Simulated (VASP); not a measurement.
# Ba4Y (Im-3m) in VASP: notebook

Runs on Ba4Y. Level: PBE. Tasks: relaxation of cell and atoms, single point.

Program: VASP 6.6.1. These are calculated values, not measurements. Logs are shortened: lines on timing, memory, paths and dates and some standing lists are left out, and cuts for length are marked.

### Step 1. The cell of the first run

It takes space group Im-3m (No. 229, cubic). Conventional cell: a = 6.909 Å, b = 6.909 Å, c = 6.909 Å, α = 90.00°, β = 90.00°, γ = 90.00°. Ba (site symmetry -3m) has 2 Y at 2.99 Å and 6 Ba at 3.45 Å within 3.9 Å. Within 3.9 Å of Y (site symmetry m-3m) lie 8 Ba at 2.99 Å.

The cell was built from a structure type or drawn by symmetry, and may not be a known phase.

### Step 2. Relaxation of cell and atoms, PBE

The input, INCAR:

```
SYSTEM = Ba4Y
PREC = Accurate
ENCUT = 600
EDIFF = 1E-7
ISMEAR = 0
SIGMA = 0.1
LREAL = .False.
LASPH = .True.
NELM = 100
ALGO = Normal
ISIF = 3
LWAVE = .False.
LCHARG = .False.
GGA = PE
IBRION = 2
NSW = 90
EDIFFG = -0.04
```

The input, KPOINTS:

```
Automatic mesh
0
Gamma
  4 4 4
  0 0 0
```

The input, POSCAR:

```
Ba4Y
1.0
   -3.4544121400      3.4544121400      3.4544121400
    3.4544121400     -3.4544121400      3.4544121400
    3.4544121400      3.4544121400     -3.4544121400
Ba Y
4 1
Direct
    0.5000000000      0.5000000000      0.5000000000
    0.5000000000      0.0000000000      0.0000000000
    0.0000000000      0.0000000000      0.5000000000
    0.0000000000      0.5000000000      0.0000000000
    0.0000000000      0.0000000000      0.0000000000
```

Potentials or basis: VASP PAW PBE potentials, release 64 (Ba_sv, Y_sv).

The run is started by

```
$ cat potpaw_PBE.64/Ba_sv/POTCAR potpaw_PBE.64/Y_sv/POTCAR > POTCAR
$ mpirun -np 1 vasp_std > vasp.out
```

OUTCAR:

```text
SYSTEM = Ba4Y
   PREC = Accurate
   ENCUT = 600
   EDIFF = 1E-7
   ISMEAR = 0
   LREAL = .False.
   LASPH = .True.
   NELM = 100
   ISIF = 3
   GGA = PE
   IBRION = 2
   NSW = 90
   EDIFFG = -0.04

 ion  position               nearest neighbor table
   1  0.500  0.500  0.500-   5 2.99   5 2.99   4 3.45   2 3.45   2 3.45   4 3.45   3 3.45   3 3.45

   2  0.500  0.000  0.000-   5 2.99   5 2.99   4 3.45   1 3.45   1 3.45   3 3.45   3 3.45   4 3.45

   3  0.000  0.000  0.500-   5 2.99   5 2.99   4 3.45   1 3.45   2 3.45   4 3.45   2 3.45   1 3.45

   4  0.000  0.500  0.000-   5 2.99   5 2.99   3 3.45   1 3.45   2 3.45   3 3.45   1 3.45   2 3.45

   5  0.000  0.000  0.000-   1 2.99   2 2.99   3 2.99   4 2.99   3 2.99   4 2.99   2 2.99   1 2.99

  LATTYP: Found a body centered cubic cell.
 ALAT       =     6.9088242800

  Lattice vectors:

 A1 = (  -3.4544121400,   3.4544121400,   3.4544121400)
 A2 = (   3.4544121400,  -3.4544121400,   3.4544121400)
 A3 = (   3.4544121400,   3.4544121400,  -3.4544121400)

Analysis of symmetry for initial positions (statically):
=====================================================================
 Subroutine PRICEL returns:
 Original cell was already a primitive cell.

 Routine SETGRP: Setting up the symmetry group for a
 body centered cubic supercell.

 Subroutine GETGRP returns: Found 48 space group operations
 (whereof 48 operations were pure point group operations)
 out of a pool of 48 trial point group operations.

The static configuration has the point symmetry O_h .

Analysis of symmetry for dynamics (positions and initial velocities):
=====================================================================
 Subroutine PRICEL returns:
 Original cell was already a primitive cell.

 Routine SETGRP: Setting up the symmetry group for a
 body centered cubic supercell.

 Subroutine GETGRP returns: Found 48 space group operations
 (whereof 48 operations were pure point group operations)
 out of a pool of 48 trial point group operations.

The dynamic configuration has the point symmetry O_h .

 Subroutine INISYM returns: Found 48 space group operations
 (whereof 48 operations are pure point group operations),
 and found     1 'primitive' translations

----------------------------------------------------------------------------------------

                                     Primitive cell

  volume of cell :     164.8855

  direct lattice vectors                    reciprocal lattice vectors
    -3.454412140  3.454412140  3.454412140     0.000000000  0.144742428  0.144742428
     3.454412140 -3.454412140  3.454412140     0.144742428  0.000000000  0.144742428
     3.454412140  3.454412140 -3.454412140     0.144742428  0.144742428  0.000000000

  length of vectors
     5.983217337  5.983217337  5.983217337     0.204696705  0.204696705  0.204696705

  position of ions in fractional coordinates (direct lattice)
     0.500000000  0.500000000  0.500000000
     0.500000000  0.000000000  0.000000000
     0.000000000  0.000000000  0.500000000
     0.000000000  0.500000000  0.000000000
     0.000000000  0.000000000  0.000000000

  ion indices of the primitive-cell ions
   primitive index   ion index
                 1           1
                 2           2
                 3           3
                 4           4
                 5           5

----------------------------------------------------------------------------------------

 KPOINTS: Automatic mesh

Automatic generation of k-mesh.
 Grid dimensions read from file:
 generate k-points for:    4    4    4

 Generating k-lattice:

  Cartesian coordinates                     Fractional coordinates (reciprocal lattice)
     0.000000000  0.036185607  0.036185607     0.250000000  0.000000000  0.000000000
     0.036185607  0.000000000  0.036185607     0.000000000  0.250000000  0.000000000
     0.036185607  0.036185607  0.000000000     0.000000000  0.000000000  0.250000000

  Length of vectors
     0.051174176  0.051174176  0.051174176

  Shift w.r.t. Gamma in fractional coordinates (k-lattice)
     0.000000000  0.000000000  0.000000000

 Subroutine IBZKPT returns following result:
 ===========================================

 Found      8 irreducible k-points:

 Following reciprocal coordinates:
            Coordinates               Weight
  0.000000  0.000000  0.000000      1.000000
  0.250000  0.000000  0.000000     12.000000
  0.500000  0.000000  0.000000      6.000000
  0.250000  0.250000  0.000000     24.000000
  0.250000  0.250000  0.250000      2.000000
 -0.250000  0.250000  0.250000      6.000000
  0.500000  0.500000  0.250000     12.000000
  0.500000  0.500000  0.500000      1.000000
   k-points           NKPTS =      8   k-points in BZ     NKDIM =      8   number of bands    NBANDS=     30
   number of dos      NEDOS =    301   number of ions     NIONS =      5
   total plane-waves  NPLWV = 110592
   dimension x,y,z NGX =    48 NGY =   48 NGZ =   48
   dimension x,y,z NGXF=    96 NGYF=   96 NGZF=   96
   ions per type =               4   1
   NGX,Y,Z   is equivalent  to a cutoff of  13.34, 13.34, 13.34 a.u.
   NGXF,Y,Z  is equivalent  to a cutoff of  26.67, 26.67, 26.67 a.u.
 SYSTEM =  Ba4Y
   PREC   = accura    normal or accurate (medium, high low for compatibility)
   ISTART =      0    job   : 0-new  1-cont  2-samecut
   ICHARG =      2    charge: 1-file 2-atom 10-const
   ISPIN  =      1    spin polarized calculation?
   LNONCOLLINEAR =      F non collinear calculations
   LSORBIT =      F    spin-orbit coupling
   LASPH  =      T    aspherical Exc in radial PAW
   ENCUT  =  600.0 eV  44.10 Ry    6.64 a.u.  11.95 11.95 11.95*2*pi/ulx,y,z
   NELM   =    100;   NELMIN=  2; NELMDL= -5     # of ELM steps
   EDIFF  = 0.1E-06   stopping-criterion for ELM
   LREAL  =      F    real-space projection
   EDIFFG = -.4E-01   stopping-criterion for IOM
   NSW    =     90    number of steps for IOM
   IBRION =      2    ionic relax: 0-MD 1-quasi-New 2-CG
   NFREE  =      1    steps in history (QN), initial steepest desc. (CG)
   ISIF   =      3    stress and relaxation
   ISYM   =      2    0-nonsym 1-usesym 2-fastsym
   POTIM  = 0.5000    time-step for ionic-motion
   TEBEG  =    0.0;   TEEND  =   0.0 temperature during run
   PSTRESS=    0.0 pullay stress
   NELECT =      51.0000    total number of electrons
   NUPDOWN=      -1.0000    fix difference up-down
   EMIN   =  10.00;   EMAX   =-10.00  energy-range for DOS
   EFERMI =   0.00;   METHOD = LEGACY
   ISMEAR =     0;   SIGMA  =   0.10  broadening in eV -4-tet -1-fermi 0-gaus
   EFERMI_NEDOS =   21; number of points for ismear=-14 and -15
   IALGO  =     38    algorithm
   IMIX   =      4    mixing-type and parameters
     AMIX     =   0.40;   BMIX     =  1.00
     AMIX_MAG =   1.60;   BMIX_MAG =  1.00
  volume/ion in A,a.u.               =      32.98       222.54
  Fermi-wavevector in a.u.,A,eV,Ry     =   1.107144  2.092199 16.677581  1.225768
  Thomas-Fermi vector in A             =   2.243654
   LORBIT       =      0    0 simple, 1 ext, 2 COOP (PROOUT), +10 PAW based schemes
   GGA     = PE    functional components
   LHFCALC =     F    Hartree Fock is set to
   AEXX    =    0.0000 exact exchange contribution
   IVDW    =     0    specifies the selected vdW correction
   LEPSILON=     F    determine dielectric tensor
   LRPA    =     F    only Hartree local field effects (RPA)
 conjugate gradient relaxation of ions
 non-spin polarized calculation
 Gauss-broadening in eV      SIGMA  =   0.10
  energy-cutoff  :      600.00
  volume of cell :      164.89
 maximum number of plane-waves:      5594
   NGX = 23   NGY = 23   NGZ = 23

--------------------------------------- Ionic step        1  -------------------------------------------

 number of electron      51.0000002 magnetization

 Free energy of the ion-electron system (eV)
  ---------------------------------------------------
  ext. energy  EPLUGINS =         0.00000000
  ---------------------------------------------------
  free energy    TOTEN  =        -6.78090455 eV

  energy without entropy =       -6.73763757  energy(sigma->0) =       -6.75927106

 E-fermi :   4.0417     XC(G=0):  -9.5922

 val. band max:        4.0383319914   @ k =  -0.2500   0.2500   0.2500
 cond. band min:       4.1207591203   @ k =   0.5000   0.5000   0.2500
 fundamental gap:      0.0824271289
 Fermi energy:         4.0417180494

 k-point     1 :       0.0000    0.0000    0.0000
  band No.  band energies     occupation
      1     -38.0144      2.00000
      2     -24.4712      2.00000
      3     -23.9780      2.00000
      4     -23.9780      2.00000
      5     -23.9780      2.00000
      6     -18.4683      2.00000
[... 22 lines left out ...]
     29       3.2980      2.00000
     30       6.4441      0.00000
[... 368 lines left out ...]
 POSITION                                       TOTAL-FORCE (eV/Angst)
 -----------------------------------------------------------------------------------
      2.31774      2.31774      2.31774        -0.000000     -0.000000      0.000000
     -2.31774      2.31774      2.31774         0.000000      0.000000      0.000000
      6.95322     -2.31774      2.31774        -0.000000      0.000000     -0.000000
      2.31774      6.95322      2.31774         0.000000     -0.000000      0.000000
      4.63548     -4.63548      4.63548        -0.000000      0.000000     -0.000000
 -----------------------------------------------------------------------------------
    total drift:                                0.000000      0.000000     -0.000000

  FREE ENERGIE OF THE ION-ELECTRON SYSTEM (eV)
  ---------------------------------------------------
  free  energy   TOTEN  =       -11.4283508412 eV

  energy  without entropy=      -11.3686394980  energy(sigma->0) =      -11.39849517

--------------------------------------- Ionic step        5  -------------------------------------------

 number of electron      51.0000003 magnetization

 Free energy of the ion-electron system (eV)
  ---------------------------------------------------
  ext. energy  EPLUGINS =         0.00000000
  ---------------------------------------------------
  free energy    TOTEN  =       -11.71963155 eV

  energy without entropy =      -11.66805144  energy(sigma->0) =      -11.69384149

 E-fermi :   1.1640     XC(G=0):  -7.0650

 val. band max:        1.1516485619   @ k =   0.5000   0.0000   0.0000
 cond. band min:       1.1924752678   @ k =   0.5000   0.0000   0.0000
 fundamental gap:      0.0408267059
 Fermi energy:         1.1640195616

 k-point     1 :       0.0000    0.0000    0.0000
  band No.  band energies     occupation
      1     -42.1286      2.00000
      2     -27.8014      2.00000
      3     -27.7656      2.00000
      4     -27.7656      2.00000
      5     -27.7656      2.00000
      6     -22.1075      2.00000
[... 22 lines left out ...]
     29       1.3232      0.02436
     30       2.7268      0.00000
[... 242 lines left out ...]
 VOLUME and BASIS-vectors are now :
 -----------------------------------------------------------------------------
  energy-cutoff  :      600.00
  volume of cell :      332.20
      direct lattice vectors                 reciprocal lattice vectors
    -4.362950581  4.362950581  4.362950581     0.000000000  0.114601344  0.114601344
     4.362950581 -4.362950581  4.362950581     0.114601344  0.000000000  0.114601344
     4.362950581  4.362950581 -4.362950581     0.114601344  0.114601344  0.000000000

 POSITION                                       TOTAL-FORCE (eV/Angst)
 -----------------------------------------------------------------------------------
      2.18148      2.18148      2.18148        -0.000000      0.000000     -0.000000
     -2.18148      2.18148      2.18148        -0.000000     -0.000000      0.000000
      2.18148      2.18148     -2.18148         0.000000      0.000000      0.000000
      2.18148     -2.18148      2.18148         0.000000     -0.000000     -0.000000
      0.00000      0.00000     -0.00000        -0.000000     -0.000000      0.000000
 -----------------------------------------------------------------------------------
    total drift:                                0.000000      0.000000     -0.000000

  FREE ENERGIE OF THE ION-ELECTRON SYSTEM (eV)
  ---------------------------------------------------
  free  energy   TOTEN  =       -11.7196315450 eV

  energy  without entropy=      -11.6680514437  energy(sigma->0) =      -11.69384149

 reached required accuracy - stopping structural energy minimisation
```

It took 7.6 min on 1 thread of Intel Xeon Platinum 8259CL at 2.50GHz (Skylake/Cascade Lake), shared host; peak memory 0.37 GiB.

Results:

* Free energy: -11.7196 eV
* Relaxed volume: 66.44 Å³/atom
* Relaxed cell: a = 7.557 Å, b = 7.557 Å, c = 7.557 Å, α = 109.47°, β = 109.47°, γ = 109.47°
* Space group after relaxing (to 0.1 Å): Im-3m (No. 229)
* Energy gained by relaxing: 987.7 meV/atom
* Ionic steps: 5
* Pressure after relaxing: -0.1 GPa
* Band gap on the k mesh: zero (an odd number of electrons rules out a gap without spin polarisation)

The path:
| step | energy change (eV) | largest force (eV/Å) | pressure (GPa) | volume (Å³) |
| --- | --- | --- | --- | --- |
| 1 | 0.0000 | 0.0000 | 15.63 | 164.89 |
| 2 | -4.3727 | 0.0000 | 2.90 | 254.21 |
| 3 | -4.8524 | 0.0000 | 0.90 | 297.54 |
| 4 | -4.6474 | 0.0000 | -1.17 | 398.42 |
| 5 | -4.9387 | 0.0000 | -0.07 | 332.20 |

Final structure:
```cif
data_structure
_symmetry_space_group_name_H-M 'P 1'
_symmetry_Int_Tables_number 1
_cell_length_a 7.5569
_cell_length_b 7.5569
_cell_length_c 7.5569
_cell_angle_alpha 109.471
_cell_angle_beta 109.471
_cell_angle_gamma 109.471
_cell_volume 332.20
loop_
_atom_site_label
_atom_site_type_symbol
_atom_site_fract_x
_atom_site_fract_y
_atom_site_fract_z
_atom_site_occupancy
Ba1 Ba 0.50000 0.50000 0.50000 1
Ba2 Ba 0.50000 0.00000 0.00000 1
Ba3 Ba 0.00000 0.00000 0.50000 1
Ba4 Ba 0.00000 0.50000 0.00000 1
Y1 Y 0.00000 0.00000 0.00000 1
```

Levels at points of the mesh, in eV from the Fermi level:
```
           k point  band 23  band 24  band 25  band 26  band 27  band 28
(0.00, 0.00, 0.00)    -0.83    -0.83    -0.37    -0.37    -0.37     0.16
(0.50, 0.00, 0.00)    -0.40    -0.01     0.03     0.06     0.10     0.26
(0.50, 0.50, 0.50)    -0.94    -0.70     0.09     0.09     0.27     0.27
```

Caveat: the volume moved by over 15 % at a fixed basis, so the end points are rough; spin-orbit coupling is left out, which moves the levels of the heavy elements.

[end of part 1 of 2]
